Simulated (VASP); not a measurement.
# Ir (Fm-3m) in VASP: notebook

Ir is run at these levels: PBE; tasks: single point, relaxation of cell and atoms.

Everything below comes from runs of VASP 6.6.1. Logs are shortened: lines on timing, memory, paths and dates and some standing lists are left out, and cuts for length are marked.

### 1 The cell of the first run

It takes space group Fm-3m (No. 225, cubic). The conventional cell has a = 3.823 Å, b = 3.823 Å, c = 3.823 Å, α = 90.00°, β = 90.00°, γ = 90.00°. Ir (site symmetry m-3m) has 12 Ir at 2.70 Å within 3.6 Å.

### 2 Single point, PBE

Contents of INCAR:

```
SYSTEM = Ir
  PREC = Accurate
  ENCUT = 500
  EDIFF = 1E-6
  ISMEAR = 0
  SIGMA = 0.1
  LREAL = .False.
  LASPH = .True.
  NELM = 120
  ALGO = Normal
  ISIF = 2
  LWAVE = .False.
  LCHARG = .True.
  GGA = PE
  LELF = .True.
  LVHAR = .True.
  NBANDS = 10
  GGA_COMPAT = .False.
```

Contents of KPOINTS:

```
Automatic mesh
0
Gamma
  8 8 8
  0 0 0
```

Contents of POSCAR:

```
Ir
1.0
    0.0000000000      1.9117432834      1.9117432834
    1.9117432834      0.0000000000      1.9117432834
    1.9117432834      1.9117432834      0.0000000000
Ir
1
Direct
    0.0000000000      0.0000000000      0.0000000000
```

Potentials or basis: VASP PAW PBE potentials, release 64 (Ir).

Launch:

```
$ cat potpaw_PBE.64/Ir/POTCAR > POTCAR
$ mpirun -np 1 vasp_std > vasp.out
```

OUTCAR:

```text
SYSTEM = Ir
   PREC = Accurate
   ENCUT = 500
   EDIFF = 1E-6
   ISMEAR = 0
   LREAL = .False.
   LASPH = .True.
   NELM = 120
   ISIF = 2
   GGA = PE

 ion  position               nearest neighbor table
   1  0.000  0.000  0.000-

  LATTYP: Found a face centered cubic cell.
 ALAT       =     3.8234865668

  Lattice vectors:

 A1 = (   0.0000000000,   1.9117432834,   1.9117432834)
 A2 = (   1.9117432834,   0.0000000000,   1.9117432834)
 A3 = (   1.9117432834,   1.9117432834,   0.0000000000)

Analysis of symmetry for initial positions (statically):
=====================================================================
 Subroutine PRICEL returns:
 Original cell was already a primitive cell.

 Routine SETGRP: Setting up the symmetry group for a
 face centered cubic supercell.

 Subroutine GETGRP returns: Found 48 space group operations
 (whereof 48 operations were pure point group operations)
 out of a pool of 48 trial point group operations.

The static configuration has the point symmetry O_h .

Analysis of symmetry for dynamics (positions and initial velocities):
=====================================================================
 Subroutine PRICEL returns:
 Original cell was already a primitive cell.

 Routine SETGRP: Setting up the symmetry group for a
 face centered cubic supercell.

 Subroutine GETGRP returns: Found 48 space group operations
 (whereof 48 operations were pure point group operations)
 out of a pool of 48 trial point group operations.

The dynamic configuration has the point symmetry O_h .

 Subroutine INISYM returns: Found 48 space group operations
 (whereof 48 operations are pure point group operations),
 and found     1 'primitive' translations

----------------------------------------------------------------------------------------

                                     Primitive cell

  volume of cell :      13.9739

  direct lattice vectors                    reciprocal lattice vectors
     0.000000000  1.911743283  1.911743283    -0.261541392  0.261541392  0.261541392
     1.911743283  0.000000000  1.911743283     0.261541392 -0.261541392  0.261541392
     1.911743283  1.911743283  0.000000000     0.261541392  0.261541392 -0.261541392

  length of vectors
     2.703613279  2.703613279  2.703613279     0.453002980  0.453002980  0.453002980

  position of ions in fractional coordinates (direct lattice)
     0.000000000  0.000000000  0.000000000

  ion indices of the primitive-cell ions
   primitive index   ion index
                 1           1

----------------------------------------------------------------------------------------

 KPOINTS: Automatic mesh

Automatic generation of k-mesh.
 Grid dimensions read from file:
 generate k-points for:    8    8    8

 Generating k-lattice:

  Cartesian coordinates                     Fractional coordinates (reciprocal lattice)
    -0.032692674  0.032692674  0.032692674     0.125000000  0.000000000  0.000000000
     0.032692674 -0.032692674  0.032692674     0.000000000  0.125000000  0.000000000
     0.032692674  0.032692674 -0.032692674     0.000000000  0.000000000  0.125000000

  Length of vectors
     0.056625372  0.056625372  0.056625372

  Shift w.r.t. Gamma in fractional coordinates (k-lattice)
     0.000000000  0.000000000  0.000000000

 Subroutine IBZKPT returns following result:
 ===========================================

 Found     29 irreducible k-points:

 Following reciprocal coordinates:
            Coordinates               Weight
  0.000000  0.000000  0.000000      1.000000
  0.125000  0.000000  0.000000      8.000000
  0.250000  0.000000  0.000000      8.000000
  0.375000  0.000000  0.000000      8.000000
  0.500000  0.000000  0.000000      4.000000
  0.125000  0.125000  0.000000      6.000000
[... 16 lines left out ...]
  0.500000  0.250000  0.125000     48.000000
 -0.375000  0.250000  0.125000     24.000000
 [... further k-points ...]
   k-points           NKPTS =     29   k-points in BZ     NKDIM =     29   number of bands    NBANDS=     10
   number of dos      NEDOS =    301   number of ions     NIONS =      1
   total plane-waves  NPLWV =   8000
   dimension x,y,z NGX =    20 NGY =   20 NGZ =   20
   dimension x,y,z NGXF=    40 NGYF=   40 NGZF=   40
   ions per type =               1
   NGX,Y,Z   is equivalent  to a cutoff of  12.30, 12.30, 12.30 a.u.
   NGXF,Y,Z  is equivalent  to a cutoff of  24.60, 24.60, 24.60 a.u.
 SYSTEM =  Ir
   PREC   = accura    normal or accurate (medium, high low for compatibility)
   ISTART =      0    job   : 0-new  1-cont  2-samecut
   ICHARG =      2    charge: 1-file 2-atom 10-const
   ISPIN  =      1    spin polarized calculation?
   LNONCOLLINEAR =      F non collinear calculations
   LSORBIT =      F    spin-orbit coupling
   LASPH  =      T    aspherical Exc in radial PAW
   ENCUT  =  500.0 eV  36.75 Ry    6.06 a.u.   4.93  4.93  4.93*2*pi/ulx,y,z
   NELM   =    120;   NELMIN=  2; NELMDL= -5     # of ELM steps
   EDIFF  = 0.1E-05   stopping-criterion for ELM
   LREAL  =      F    real-space projection
   EDIFFG = 0.1E-04   stopping-criterion for IOM
   NSW    =      0    number of steps for IOM
   IBRION =     -1    ionic relax: 0-MD 1-quasi-New 2-CG
   NFREE  =      0    steps in history (QN), initial steepest desc. (CG)
   ISIF   =      2    stress and relaxation
   ISYM   =      2    0-nonsym 1-usesym 2-fastsym
   POTIM  = 0.5000    time-step for ionic-motion
   TEBEG  =    0.0;   TEEND  =   0.0 temperature during run
   PSTRESS=    0.0 pullay stress
   NELECT =       9.0000    total number of electrons
   NUPDOWN=      -1.0000    fix difference up-down
   EMIN   =  10.00;   EMAX   =-10.00  energy-range for DOS
   EFERMI =   0.00;   METHOD = LEGACY
   ISMEAR =     0;   SIGMA  =   0.10  broadening in eV -4-tet -1-fermi 0-gaus
   EFERMI_NEDOS =   21; number of points for ismear=-14 and -15
   IALGO  =     38    algorithm
   IMIX   =      4    mixing-type and parameters
     AMIX     =   0.40;   BMIX     =  1.00
     AMIX_MAG =   1.60;   BMIX_MAG =  1.00
  volume/ion in A,a.u.               =      13.97        94.30
  Fermi-wavevector in a.u.,A,eV,Ry     =   1.413783  2.671663 27.195086  1.998782
  Thomas-Fermi vector in A             =   2.535393
   LORBIT       =      0    0 simple, 1 ext, 2 COOP (PROOUT), +10 PAW based schemes
   GGA     = PE    functional components
   LHFCALC =     F    Hartree Fock is set to
   AEXX    =    0.0000 exact exchange contribution
   IVDW    =     0    specifies the selected vdW correction
   LEPSILON=     F    determine dielectric tensor
   LRPA    =     F    only Hartree local field effects (RPA)
 non-spin polarized calculation
 Gauss-broadening in eV      SIGMA  =   0.10
  energy-cutoff  :      500.00
  volume of cell :       13.97
 maximum number of plane-waves:       363
   NGX =  9   NGY =  9   NGZ =  9

 number of electron       9.0000000 magnetization

 Free energy of the ion-electron system (eV)
  ---------------------------------------------------
  ext. energy  EPLUGINS =         0.00000000
  ---------------------------------------------------
  free energy    TOTEN  =        -8.75268609 eV

  energy without entropy =       -8.74426313  energy(sigma->0) =       -8.74847461

 E-fermi :  10.6801     XC(G=0): -14.0607

 val. band max:       10.6345833016   @ k =  -0.3750   0.1250   0.0000
 cond. band min:      10.7028234270   @ k =  -0.3750   0.2500   0.0000
 fundamental gap:      0.0682401254
 Fermi energy:        10.6801032842

 k-point     1 :       0.0000    0.0000    0.0000
  band No.  band energies     occupation
      1      -0.6314      2.00000
      2       6.6629      2.00000
      3       6.6629      2.00000
      4       6.6629      2.00000
      5       9.4170      2.00000
      6       9.4170      2.00000
      7      24.9053      0.00000
      8      30.5891      0.00000
      9      30.5891      0.00000
     10      30.5891      0.00000

 k-point     2 :       0.1250    0.0000    0.0000
  band No.  band energies     occupation
      1       0.0492      2.00000
      2       6.3356      2.00000
      3       6.9320      2.00000
      4       6.9320      2.00000
      5       9.2697      2.00000
      6       9.2697      2.00000
      7      26.0293      0.00000
      8      27.9940      0.00000
      9      31.7219      0.00000
     10      31.7219      0.00000

 k-point     3 :       0.2500    0.0000    0.0000
  band No.  band energies     occupation
      1       1.5970      2.00000
      2       6.1463      2.00000
      3       7.1160      2.00000
      4       7.1160      2.00000
      5       9.5968      2.00000
      6       9.5968      2.00000
      7      24.4701      0.00000
      8      27.4531      0.00000
      9      34.4821      0.00000
     10      34.4850      0.00000

 k-point     4 :       0.3750    0.0000    0.0000
  band No.  band energies     occupation
      1       2.3705      2.00000
      2       6.7589      2.00000
      3       6.7589      2.00000
      4       7.8883      2.00000
      5      10.8346      0.02886
      6      10.8346      0.02886
      7      20.6636      0.00000
      8      25.4256      0.00000
      9      32.2198      0.00000
     10      32.2198      0.00000
[... 222 lines left out ...]
 k-point    22 :       0.3750    0.2500    0.1250
  band No.  band energies     occupation
      1       3.0101      2.00000
      2       4.9811      2.00000
      3       6.5755      2.00000
      4       8.7195      2.00000
      5       8.7889      2.00000
      6      11.4361      0.00000
      7      25.0558      0.00000
      8      27.7850      0.00000
      9      29.3119      0.00000
     10      31.2967      0.00000

 k-point    23 :       0.5000    0.2500    0.1250
  band No.  band energies     occupation
      1       3.8678      2.00000
      2       5.5372      2.00000
      3       5.9424      2.00000
      4       8.3186      2.00000
      5      10.4713      1.99685
      6      13.5464      0.00000
      7      20.9878      0.00000
      8      26.2465      0.00000
      9      27.5171      0.00000
     10      32.2293      0.00000

 k-point    24 :      -0.3750    0.2500    0.1250
  band No.  band energies     occupation
      1       3.8854      2.00000
      2       5.2903      2.00000
      3       6.9482      2.00000
      4       7.9948      2.00000
      5      11.2186      0.00000
      6      15.8576      0.00000
      7      17.4015      0.00000
      8      26.4485      0.00000
      9      26.6716      0.00000
     10      30.5439      0.00000

 [... further k-points ...]

------------------------ aborting loop because EDIFF is reached ----------------------------------------

  FORCE on cell =-STRESS in cart. coord.  units (eV):
  Direction    XX          YY          ZZ          XY          YZ          ZX
  --------------------------------------------------------------------------------------
  -------------------------------------------------------------------------------------
  Total        1.4103482      1.4103482      1.4103482      0.0000000      0.0000000      0.0000000
  in kB      161.7030464    161.7030464    161.7030464      0.0000000      0.0000000      0.0000000
  external PRESSURE =     161.7030464 kB  Pullay stress =       0.0000000 kB

 VOLUME and BASIS-vectors are now :
 -----------------------------------------------------------------------------
  energy-cutoff  :      500.00
  volume of cell :       13.97
      direct lattice vectors                 reciprocal lattice vectors
     0.000000000  1.911743283  1.911743283    -0.261541392  0.261541392  0.261541392
     1.911743283  0.000000000  1.911743283     0.261541392 -0.261541392  0.261541392
     1.911743283  1.911743283  0.000000000     0.261541392  0.261541392 -0.261541392

 POSITION                                       TOTAL-FORCE (eV/Angst)
 -----------------------------------------------------------------------------------
      0.00000      0.00000      0.00000         0.000000     -0.000000     -0.000000
 -----------------------------------------------------------------------------------
    total drift:                                0.000000      0.000000     -0.000000

  FREE ENERGIE OF THE ION-ELECTRON SYSTEM (eV)
  ---------------------------------------------------
  free  energy   TOTEN  =        -8.7526860908 eV

  energy  without entropy=       -8.7442631302  energy(sigma->0) =       -8.74847461
```

It took 4 s on 1 thread of Intel Xeon Platinum 8375C at 2.90GHz (Ice Lake), shared host; peak memory 0.13 GiB.

What came out:

- Free energy: -8.7527 eV
- Pressure: 16.2 GPa
- Band gap on the k mesh: zero (an odd number of electrons rules out a gap without spin polarisation)

Caveat: the cell stands under pressure; spin-orbit coupling is left out, which moves the levels of the heavy elements.

### 3 Single point, PBE

This run uses another cell than the first one, of 14.56 Å³/atom.

Contents of INCAR:

```
SYSTEM = Ir
  ALGO = Normal
  EDIFF = 1E-6
  ENCUT = 500
  GGA = PE
  GGA_COMPAT = .FALSE.
  ISIF = 2
  ISMEAR = 0
  LASPH = .TRUE.
  LCHARG = .FALSE.
  LREAL = .FALSE.
  LWAVE = .FALSE.
  NBANDS = 10
  NELM = 120
  PREC = Accurate
  SIGMA = 0.1
```

Contents of KPOINTS:

```
k-points
0
G
  8 8 8
  0 0 0
```

Contents of POSCAR:

```
Ir
1.0
    0.0000000000      1.9381718934      1.9381718934
    1.9381718934      0.0000000000      1.9381718934
    1.9381718934      1.9381718934      0.0000000000
Ir
1
Direct
    0.0000000000      0.0000000000      0.0000000000
```

Potentials or basis: VASP PAW PBE potentials, release 64 (Ir).

Launch:

```
$ cat potpaw_PBE.64/Ir/POTCAR > POTCAR
$ mpirun -np 1 vasp_std > vasp.out
```

OUTCAR:

```text
SYSTEM = Ir
   EDIFF = 1E-6
   ENCUT = 500
   GGA = PE
   ISIF = 2
   ISMEAR = 0
   LASPH = .TRUE.
   LREAL = .FALSE.
   NELM = 120
   PREC = Accurate

 ion  position               nearest neighbor table
   1  0.000  0.000  0.000-

  LATTYP: Found a face centered cubic cell.
 ALAT       =     3.8763437868

  Lattice vectors:

 A1 = (   0.0000000000,   1.9381718934,   1.9381718934)
 A2 = (   1.9381718934,   0.0000000000,   1.9381718934)
 A3 = (   1.9381718934,   1.9381718934,   0.0000000000)
[... 481 lines left out ...]
      1       3.5404      2.00000
      2       4.9160      2.00000
      3       6.4497      2.00000
      4       7.4530      2.00000
      5      10.4612      0.00000
      6      14.9481      0.00000
      7      16.3490      0.00000
      8      25.4653      0.00000
      9      25.4667      0.00000
     10      29.4935      0.00000

 [... further k-points ...]
[... 5 lines left out ...]
  --------------------------------------------------------------------------------------
  -------------------------------------------------------------------------------------
  Total        0.0227360      0.0227360      0.0227360     -0.0000000     -0.0000000      0.0000000
  in kB        2.5016038      2.5016038      2.5016038     -0.0000000     -0.0000000      0.0000000
  external PRESSURE =       2.5016038 kB  Pullay stress =       0.0000000 kB

 VOLUME and BASIS-vectors are now :
 -----------------------------------------------------------------------------
  energy-cutoff  :      500.00
  volume of cell :       14.56
      direct lattice vectors                 reciprocal lattice vectors
     0.000000000  1.938171893  1.938171893    -0.257975055  0.257975055  0.257975055
     1.938171893  0.000000000  1.938171893     0.257975055 -0.257975055  0.257975055
     1.938171893  1.938171893  0.000000000     0.257975055  0.257975055 -0.257975055

 POSITION                                       TOTAL-FORCE (eV/Angst)
 -----------------------------------------------------------------------------------
      0.00000      0.00000      0.00000         0.000000      0.000000      0.000000
 -----------------------------------------------------------------------------------
    total drift:                                0.000000     -0.000000     -0.000000

  FREE ENERGIE OF THE ION-ELECTRON SYSTEM (eV)
  ---------------------------------------------------
  free  energy   TOTEN  =        -8.7819633126 eV

  energy  without entropy=       -8.7730571627  energy(sigma->0) =       -8.77751024
```

OSZICAR:

```text
N       E                     dE             d eps       ncg     rms          rms(c)
DAV:   1     0.450903823560E+02    0.45090E+02   -0.42676E+03   596   0.800E+02
DAV:   2    -0.843611506690E+01   -0.53526E+02   -0.50871E+02   596   0.190E+02
DAV:   3    -0.933948361060E+01   -0.90337E+00   -0.89398E+00   678   0.296E+01
DAV:   4    -0.934825547577E+01   -0.87719E-02   -0.87700E-02   642   0.282E+00
DAV:   5    -0.934844304516E+01   -0.18757E-03   -0.18756E-03   652   0.403E-01    0.143E+01
DAV:   6    -0.886923000007E+01    0.47921E+00   -0.86502E-01   644   0.113E+01    0.581E+00
DAV:   7    -0.878777631182E+01    0.81454E-01   -0.25617E-01   674   0.567E+00    0.155E+00
DAV:   8    -0.878376782997E+01    0.40085E-02   -0.23979E-03   632   0.550E-01    0.835E-01
DAV:   9    -0.878195562319E+01    0.18122E-02   -0.13982E-03   660   0.514E-01    0.160E-02
DAV:  10    -0.878196356529E+01   -0.79421E-05   -0.73204E-06   752   0.239E-02    0.214E-02
DAV:  11    -0.878196331260E+01    0.25269E-06   -0.48542E-07   374   0.936E-03
   1 F= -.87819633E+01 E0= -.87775102E+01  d E =-.890615E-02
```

stdout:

```text
POSCAR found type information on POSCAR Ir
 POSCAR found :  1 types and       1 ions
 scaLAPACK will be used
 LDA part: xc-table for (Slater+PW92), standard interpolation
 POSCAR, INCAR and KPOINTS ok, starting setup
 FFT: planning ... GRIDC
 FFT: planning ... GRID_SOFT
 FFT: planning ... GRID
 WAVECAR not read
 entering main loop
```

It took 4.8 s on 1 thread of Intel Xeon Platinum 8375C at 2.90GHz (Ice Lake), shared host; peak memory 0.13 GiB.

What came out:

```
Free energy            : -8.7820 eV
Pressure               : 0.3 GPa
Band gap on the k mesh : zero (an odd number of electrons rules out a gap without spin polarisation)
```

Levels at points of the mesh, in eV from the Fermi level:
```tsv
k point	band 1	band 2	band 3	band 4	band 5	band 6	band 7	band 8
(0.00, 0.00, 0.00)	-10.86	-3.77	-3.77	-3.77	-1.19	-1.19	14.31	19.75
(0.50, 0.00, 0.00)	-7.85	-3.86	-3.86	-0.73	0.80	0.80	6.92	13.86
(0.50, 0.50, 0.00)	-7.63	-7.08	0.78	1.35	1.35	1.65	10.08	11.52
```

Caveat: spin-orbit coupling is left out, which moves the levels of the heavy elements.

(Continued in part 2 of 2.)

The gap in the log of VASP goes by the Fermi energy; the results here count the filled bands.